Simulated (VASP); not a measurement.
A run of VASP 6.6.1:

The input INCAR:

```
ALGO     = Normal         # electronic algorithm
EDIFF    = 1E-8           # SCF threshold, eV
ENCUT    = 520            # plane-wave cutoff, eV
GGA      = PE             # functional
ISIF     = 2              # what is computed and relaxed
ISMEAR   = -1             # smearing method
LASPH    = True           # aspherical terms in the spheres
LCHARG   = False          # write CHGCAR
LEFG     = True         
LREAL    = False          # projectors in reciprocal space
LWAVE    = False          # write WAVECAR
NBANDS   = 16             # bands
NELM     = 100            # most SCF steps
PREC     = Accurate       # precision mode
SIGMA    = 0.08           # smearing width, eV
```

KPOINTS

```
k-points
0
Gamma
  12 12 12
```

Contents of POSCAR:

```
GaSb
1.0
    0.0000000000      3.0176570942      3.0176570942
    3.0176570942      0.0000000000      3.0176570942
    3.0176570942      3.0176570942      0.0000000000
Ga Sb
1 1
Direct
    0.0000000000      0.0000000000      0.0000000000
    0.7500000000      0.7500000000      0.7500000000
```

Potentials or basis: VASP PAW PBE potentials, release 64 (Ga_d, Sb).

Launch:

```console
$ cat potpaw_PBE.64/Ga_d/POTCAR potpaw_PBE.64/Sb/POTCAR > POTCAR
$ mpirun -np 1 vasp_std > vasp.out
```

Hardware: 1 thread of Intel(R) Xeon(R) 6975P-C (Granite Rapids) (shared host).

Problem. Estimate the wall time of this run.

Solution. Wall time 27 s on 1 thread of Intel(R) Xeon(R) 6975P-C (Granite Rapids), on a shared host, peak memory 0.21 GiB. Counts: scf iterations 15, k points 72.
